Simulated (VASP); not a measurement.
# Sn (Cmcm) in VASP: a series of runs, part 2 of 2

VASP 6.6.1. Earlier steps stand in the parts before.

## Step 3: Single point, PBEsol (atoms displaced along a vibrational mode)

File INCAR:

```
PREC     = Accurate       # precision mode
ENCUT    = 520            # plane-wave cutoff, eV
EDIFF    = 1E-6           # SCF threshold, eV
ISMEAR   = 0              # smearing method
SIGMA    = 0.15           # smearing width, eV
LREAL    = False          # projectors in reciprocal space
LASPH    = True           # aspherical terms in the spheres
NELM     = 100            # most SCF steps
ALGO     = Fast           # electronic algorithm
ISIF     = 2              # what is computed and relaxed
LWAVE    = False          # write WAVECAR
LCHARG   = True           # write CHGCAR
GGA      = PS             # functional
LELF     = True           # ELF
LVHAR    = True         
NBANDS   = 21             # bands
```

File KPOINTS:

```
regular mesh
0
Gamma
  20 20 12
```

File POSCAR:

```
Sn
1.0
   -1.8723950223      1.8723950223      1.8723950223
    1.8723950223     -1.8723950223      1.8723950223
    3.7447900446      3.7447900446      0.0000000000
Sn
2
Direct
   -0.0267037668     -0.0267037668      0.0000000000
    0.5267037668      0.5267037668      0.5000000000
```

Potentials or basis: VASP PAW PBE potentials, release 64 (Sn_d).

On the command line:

```console
$ cat potpaw_PBE.64/Sn_d/POTCAR > POTCAR
$ mpirun -np 1 vasp_std > vasp.out
```

OUTCAR:

```text
PREC = Accurate
   ENCUT = 520
   EDIFF = 1E-6
   ISMEAR = 0
   LREAL = False
   LASPH = True
   NELM = 100
   ISIF = 2
   GGA = PS

 ion  position               nearest neighbor table
   1  0.973  0.973  0.000-   2 3.13   2 3.13   2 3.36   2 3.36   2 3.75   2 3.75   2 3.75   2 3.75

   2  0.527  0.527  0.500-   1 3.13   1 3.13   1 3.36   1 3.36   1 3.75   1 3.75   1 3.75   1 3.75

  LATTYP: Found a base centered orthorhombic cell.
 ALAT       =     3.7447900446
 B/A-ratio  =     1.4142135624
 C/A-ratio  =     1.4142135624

  Lattice vectors:

 A1 = (  -1.8723950223,   1.8723950223,   1.8723950223)
 A2 = (   1.8723950223,  -1.8723950223,   1.8723950223)
 A3 = (   3.7447900446,   3.7447900446,   0.0000000000)

Analysis of symmetry for initial positions (statically):
=====================================================================
 Subroutine PRICEL returns:
 Original cell was already a primitive cell.

 Routine SETGRP: Setting up the symmetry group for a
 base centered orthorhombic supercell.

 Subroutine GETGRP returns: Found  8 space group operations
 (whereof  4 operations were pure point group operations)
 out of a pool of  8 trial point group operations.
[... 162 lines left out ...]
  free energy    TOTEN  =        -8.46125530 eV

  energy without entropy =       -8.44863327  energy(sigma->0) =       -8.45494429

 E-fermi :   8.3230     XC(G=0): -10.6663

 val. band max:        8.3225343158   @ k =   0.1500   0.1500   0.0000
 cond. band min:       8.3230920181   @ k =  -0.3500   0.3000   0.0833
 fundamental gap:      0.0005577023
 Fermi energy:         8.3229624200

 k-point     1 :       0.0000    0.0000    0.0000
  band No.  band energies     occupation
      1     -13.1752      2.00000
      2     -13.1294      2.00000
      3     -13.1251      2.00000
      4     -13.1215      2.00000
      5     -13.1001      2.00000
      6     -12.9774      2.00000
[... 565 lines left out ...]
     20      19.4924      0.00000
     21      19.5134      0.00000

 [... further k-points ...]

------------------------ aborting loop because EDIFF is reached ----------------------------------------

  FORCE on cell =-STRESS in cart. coord.  units (eV):
  Direction    XX          YY          ZZ          XY          YZ          ZX
  --------------------------------------------------------------------------------------
  -------------------------------------------------------------------------------------
  Total       -0.0329529     -0.0329529     -0.1727064      0.0973657      0.0000000      0.0000000
  in kB       -1.0053606     -1.0053606     -5.2691014      2.9705329      0.0000000      0.0000000
  external PRESSURE =      -2.4266075 kB  Pullay stress =       0.0000000 kB

 VOLUME and BASIS-vectors are now :
 -----------------------------------------------------------------------------
  energy-cutoff  :      520.00
  volume of cell :       52.51
      direct lattice vectors                 reciprocal lattice vectors
    -1.872395022  1.872395022  1.872395022    -0.133518834  0.133518834  0.267037668
     1.872395022 -1.872395022  1.872395022     0.133518834 -0.133518834  0.267037668
     3.744790045  3.744790045  0.000000000     0.133518834  0.133518834  0.000000000

 POSITION                                       TOTAL-FORCE (eV/Angst)
 -----------------------------------------------------------------------------------
      0.00000      0.00000      3.64479         0.000000      0.000000      0.064599
      1.87240      1.87240      1.97240        -0.000000     -0.000000     -0.064599
 -----------------------------------------------------------------------------------
    total drift:                                0.000000      0.000000      0.000000

  FREE ENERGIE OF THE ION-ELECTRON SYSTEM (eV)
  ---------------------------------------------------
  free  energy   TOTEN  =        -8.4612553003 eV

  energy  without entropy=       -8.4486332705  energy(sigma->0) =       -8.45494429
```

stdout:

```text
POSCAR found type information on POSCAR Sn
 POSCAR found :  1 types and       2 ions
 scaLAPACK will be used
 -----------------------------------------------------------------------------
|                                                                             |
|                                                                             |
|     You enforced a specific xc type in the INCAR file but a different       |
|     I HOPE YOU KNOW WHAT YOU ARE DOING!                                     |
|                                                                             |
 -----------------------------------------------------------------------------

 LDA part: xc-table for (Slater+PW92), standard interpolation
 POSCAR, INCAR and KPOINTS ok, starting setup
 FFT: planning ... GRIDC
 FFT: planning ... GRID_SOFT
 FFT: planning ... GRID
 WAVECAR not read
 entering main loop
WARNING in EDDRMM: call to ZHEGV failed, returncode =   6  3     17
WARNING in EDDRMM: call to ZHEGV failed, returncode =   6  3     18
WARNING in EDDRMM: call to ZHEGV failed, returncode =   6  3     18
WARNING in EDDRMM: call to ZHEGV failed, returncode =   6  3     20
```

Run time: 3.3 min. Hardware: 1 thread of Intel Xeon 6975P-C (Granite Rapids), shared host; peak memory 0.7 GiB.

Results:

| Property | Result |
| --- | --- |
| Free energy | -8.4613 eV |
| Pressure | -0.2 GPa |
| Largest force | 0.065 eV/Å |
| Band gap on the k mesh | zero (bands 14 and 15 overlap by 6.63 eV) |

Forces on the atoms (eV/Å):
```
Sn   0.000  0.000  0.065
Sn   0.000  0.000 -0.065
```

Caveat: the cell differs from its parent crystal (atoms displaced along a vibrational mode); the PAW data sets were made with another functional, which shifts forces and pressure a little; spin-orbit coupling is left out, which moves the levels of the heavy elements.

## Step 4: Single point, PBEsol (atoms displaced along a vibrational mode)

File INCAR:

```
  PREC = Accurate
  ENCUT = 520
  EDIFF = 1E-6
  ISMEAR = 0
  SIGMA = 0.15
  LREAL = False
  LASPH = True
  NELM = 100
  ALGO = Fast
  ISIF = 2
  LWAVE = False
  LCHARG = False
  GGA = PS
  NBANDS = 21
```

KPOINTS is that of step 3.

File POSCAR:

```
Sn
1.0
   -1.8723950223      1.8723950223      1.8723950223
    1.8723950223     -1.8723950223      1.8723950223
    3.7447900446      3.7447900446      0.0000000000
Sn
2
Direct
   -0.0934631837     -0.0934631837      0.0000000000
    0.5934631837      0.5934631837      0.5000000000
```

Potentials or basis: VASP PAW PBE potentials, release 64 (Sn_d).

On the command line:

```console
$ cat potpaw_PBE.64/Sn_d/POTCAR > POTCAR
$ mpirun -np 1 vasp_std > vasp.out
```

OUTCAR:

```text
PREC = Accurate
   ENCUT = 520
   EDIFF = 1E-6
   ISMEAR = 0
   LREAL = False
   LASPH = True
   NELM = 100
   ISIF = 2
   GGA = PS

 ion  position               nearest neighbor table
   1  0.907  0.907  0.000-   2 2.90   2 2.90   2 3.69   2 3.69
   2  0.593  0.593  0.500-   1 2.90   1 2.90   1 3.69   1 3.69

  LATTYP: Found a base centered orthorhombic cell.
 ALAT       =     3.7447900446
 B/A-ratio  =     1.4142135624
 C/A-ratio  =     1.4142135624

  Lattice vectors:

 A1 = (  -1.8723950223,   1.8723950223,   1.8723950223)
 A2 = (   1.8723950223,  -1.8723950223,   1.8723950223)
 A3 = (   3.7447900446,   3.7447900446,   0.0000000000)

Analysis of symmetry for initial positions (statically):
=====================================================================
 Subroutine PRICEL returns:
 Original cell was already a primitive cell.

 Routine SETGRP: Setting up the symmetry group for a
 base centered orthorhombic supercell.

 Subroutine GETGRP returns: Found  8 space group operations
 (whereof  4 operations were pure point group operations)
 out of a pool of  8 trial point group operations.

The static configuration has the point symmetry C_2v.
 The point group associated with its full space group is D_2h.

Analysis of symmetry for dynamics (positions and initial velocities):
=====================================================================
 Subroutine PRICEL returns:
 Original cell was already a primitive cell.

 Routine SETGRP: Setting up the symmetry group for a
 base centered orthorhombic supercell.

 Subroutine GETGRP returns: Found  8 space group operations
 (whereof  4 operations were pure point group operations)
 out of a pool of  8 trial point group operations.

The dynamic configuration has the point symmetry C_2v.
[... 113 lines left out ...]
   EMIN   =  10.00;   EMAX   =-10.00  energy-range for DOS
   EFERMI =   0.00;   METHOD = LEGACY
   ISMEAR =     0;   SIGMA  =   0.15  broadening in eV -4-tet -1-fermi 0-gaus
   EFERMI_NEDOS =   21; number of points for ismear=-14 and -15
   IALGO  =     68    algorithm
   IMIX   =      4    mixing-type and parameters
     AMIX     =   0.40;   BMIX     =  1.00
     AMIX_MAG =   1.60;   BMIX_MAG =  1.00
  volume/ion in A,a.u.               =      26.26       177.19
  Fermi-wavevector in a.u.,A,eV,Ry     =   1.327496  2.508605 23.976824  1.762247
  Thomas-Fermi vector in A             =   2.456804
   LORBIT       =      0    0 simple, 1 ext, 2 COOP (PROOUT), +10 PAW based schemes
   GGA     = PS    functional components
   LHFCALC =     F    Hartree Fock is set to
   AEXX    =    0.0000 exact exchange contribution
   IVDW    =     0    specifies the selected vdW correction
   LEPSILON=     F    determine dielectric tensor
   LRPA    =     F    only Hartree local field effects (RPA)
 non-spin polarized calculation
 RMM-DIIS sequential band-by-band and
 Gauss-broadening in eV      SIGMA  =   0.15
  energy-cutoff  :      520.00
  volume of cell :       52.51
 maximum number of plane-waves:      1434
   NGX = 13   NGY = 13   NGZ = 19

 number of electron      27.9999995 magnetization

 Free energy of the ion-electron system (eV)
  ---------------------------------------------------
  ext. energy  EPLUGINS =         0.00000000
  ---------------------------------------------------
  free energy    TOTEN  =        -8.35949954 eV

  energy without entropy =       -8.34805252  energy(sigma->0) =       -8.35377603

 E-fermi :   8.2486     XC(G=0): -10.6369

 val. band max:        8.2464916021   @ k =   0.5000   0.2500   0.4167
 cond. band min:       8.2488367738   @ k =  -0.3500   0.1500   0.3333
 fundamental gap:      0.0023451717
 Fermi energy:         8.2485761869

 k-point     1 :       0.0000    0.0000    0.0000
  band No.  band energies     occupation
      1     -13.2601      2.00000
      2     -13.2066      2.00000
      3     -13.1797      2.00000
      4     -13.1332      2.00000
      5     -13.0740      2.00000
      6     -13.0564      2.00000
[... 565 lines left out ...]
     20      19.4176      0.00000
     21      19.5007      0.00000

 [... further k-points ...]

------------------------ aborting loop because EDIFF is reached ----------------------------------------

  FORCE on cell =-STRESS in cart. coord.  units (eV):
  Direction    XX          YY          ZZ          XY          YZ          ZX
  --------------------------------------------------------------------------------------
  -------------------------------------------------------------------------------------
  Total        1.0307624      1.0307624     -0.4551250      1.3623127     -0.0000000     -0.0000000
  in kB       31.4475437     31.4475437    -13.8854136     41.5628158     -0.0000000     -0.0000000
  external PRESSURE =      16.3365580 kB  Pullay stress =       0.0000000 kB

 VOLUME and BASIS-vectors are now :
 -----------------------------------------------------------------------------
  energy-cutoff  :      520.00
  volume of cell :       52.51
      direct lattice vectors                 reciprocal lattice vectors
    -1.872395022  1.872395022  1.872395022    -0.133518834  0.133518834  0.267037668
     1.872395022 -1.872395022  1.872395022     0.133518834 -0.133518834  0.267037668
     3.744790045  3.744790045  0.000000000     0.133518834  0.133518834  0.000000000

 POSITION                                       TOTAL-FORCE (eV/Angst)
 -----------------------------------------------------------------------------------
      0.00000      0.00000      3.39479         0.000000      0.000000      0.370837
      1.87240      1.87240      2.22240        -0.000000     -0.000000     -0.370837
 -----------------------------------------------------------------------------------
    total drift:                                0.000000      0.000000      0.000000

  FREE ENERGIE OF THE ION-ELECTRON SYSTEM (eV)
  ---------------------------------------------------
  free  energy   TOTEN  =        -8.3594995367 eV

  energy  without entropy=       -8.3480525193  energy(sigma->0) =       -8.35377603
```

Run time: 7.5 min. Hardware: 1 thread of Intel Xeon Platinum 8259CL at 2.50GHz (Skylake/Cascade Lake), shared host; peak memory 0.69 GiB.

What came out:

```
Free energy            : -8.3595 eV
Pressure               : 1.6 GPa
Largest force          : 0.371 eV/Å
Band gap on the k mesh : zero (bands 14 and 15 overlap by 6.56 eV)
```

Forces on the atoms (eV/Å):
```
Sn   0.000  0.000  0.371
Sn   0.000  0.000 -0.371
```

Levels at points of the mesh, in eV from the Fermi level:
| k point | band 11 | band 12 | band 13 | band 14 | band 15 | band 16 | band 17 | band 18 |
| --- | --- | --- | --- | --- | --- | --- | --- | --- |
| (0.00, 0.00, 0.00) | -11.36 | -6.30 | -4.67 | 4.52 | 5.76 | 6.19 | 6.45 | 8.94 |
| (0.50, 0.00, 0.00) | -8.05 | -6.09 | -2.27 | -1.63 | -1.25 | 1.59 | 3.95 | 5.47 |
| (0.50, 0.50, 0.00) | -6.68 | -4.53 | -1.98 | -0.87 | -0.43 | 0.37 | 1.80 | 3.95 |
| (0.00, 0.00, 0.50) | -9.94 | -9.94 | 1.66 | 1.66 | 5.38 | 5.38 | 6.63 | 6.63 |
| (0.50, 0.00, 0.50) | -6.74 | -6.74 | -4.18 | -4.18 | 3.93 | 3.93 | 5.55 | 5.55 |
| (0.50, 0.50, 0.50) | -5.35 | -5.35 | -3.08 | -3.08 | 0.75 | 0.75 | 3.83 | 3.83 |

Caveat: the cell differs from its parent crystal (atoms displaced along a vibrational mode); the PAW data sets were made with another functional, which shifts forces and pressure a little; spin-orbit coupling is left out, which moves the levels of the heavy elements.

## Step 5: Single point, PBEsol (atoms displaced along a vibrational mode)

File INCAR:

```
ALGO = Fast
EDIFF = 1E-6
ENCUT = 520
GGA = PS
ISIF = 2
ISMEAR = 0
LASPH = T
LCHARG = F
LREAL = F
LWAVE = F
NBANDS = 21
NELM = 80
PREC = Accurate
SIGMA = 0.15
```

File KPOINTS:

```
k-points
0
Gamma
  20 20 12
```

File POSCAR:

```
Sn
1.0
   -1.8723950223      1.8723950223      1.8723950223
    1.8723950223     -1.8723950223      1.8723950223
    3.7447900446      3.7447900446      0.0000000000
Sn
2
Direct
   -0.0667594170     -0.0667594170      0.0000000000
    0.5667594170      0.5667594170      0.5000000000
```

On the command line:

```console
$ cat potpaw_PBE.64/Sn_d/POTCAR > POTCAR
$ mpirun -np 1 vasp_std > vasp.out
```

Run time: 7.7 min. Hardware: 1 thread of Intel Xeon Platinum 8259CL at 2.50GHz (Skylake/Cascade Lake), shared host; peak memory 0.69 GiB.

It converged, with:

* Free energy: -8.4197 eV
* Pressure: 0.7 GPa
* Largest force: 0.230 eV/Å
* Band gap on the k mesh: zero (bands 14 and 15 overlap by 6.42 eV)

Forces on the atoms (eV/Å):
```
Sn   0.000  0.000  0.230
Sn   0.000  0.000 -0.230
```

Stress tensor (GPa, compression positive):
```
 1.55  2.06  0.00
 2.06  1.55  0.00
 0.00  0.00 -1.07
```

Levels at points of the mesh, in eV from the Fermi level:
```csv
k point,band 10,band 11,band 12,band 13,band 14,band 15,band 16,band 17,band 18,band 19
"(0.00, 0.00, 0.00)",-21.18,-11.34,-6.35,-4.62,4.15,5.90,6.38,6.95,8.66,9.87
"(0.50, 0.00, 0.00)",-21.17,-7.84,-6.40,-2.13,-1.39,-1.24,1.10,4.11,5.17,9.83
"(0.50, 0.50, 0.00)",-21.15,-6.57,-4.55,-2.11,-0.68,-0.45,-0.03,2.33,3.92,5.47
"(0.00, 0.00, 0.50)",-21.21,-9.92,-9.92,1.63,1.63,5.38,5.38,6.68,6.68,9.45
"(0.50, 0.00, 0.50)",-21.14,-6.61,-6.61,-4.35,-4.35,3.84,3.84,5.57,5.57,8.23
"(0.50, 0.50, 0.50)",-21.17,-5.27,-5.27,-3.11,-3.11,0.81,0.81,3.36,3.36,7.26
```

Caveat: the cell differs from its parent crystal (atoms displaced along a vibrational mode); the PAW data sets were made with another functional, which shifts forces and pressure a little; spin-orbit coupling is left out, which moves the levels of the heavy elements.

## Step 6: The runs side by side

| cell | gap on the mesh (eV) | pressure (GPa) | largest force (eV/Å) |
| --- | --- | --- | --- |
| as given, atomic positions A | none | 0.3 | 0.16 |
| as given, atomic positions B | none | -0.2 | 0.06 |
| as given, atomic positions C | none | 1.6 | 0.37 |
| as given, atomic positions D | none | 0.7 | 0.23 |

Alike in all rows: task single point; level PBEsol; potentials or basis VASP PAW PBE potentials, release 64 (Sn_d); no spin polarisation; k mesh 20 × 20 × 12; cutoff (eV) 520; smearing gaussian 0.15 eV.

Caveats: the PAW data sets were made with another functional, which shifts forces and pressure a little; spin-orbit coupling is left out, which moves the levels of the heavy elements.

Absolute energies hang on the potentials; compare differences alone.
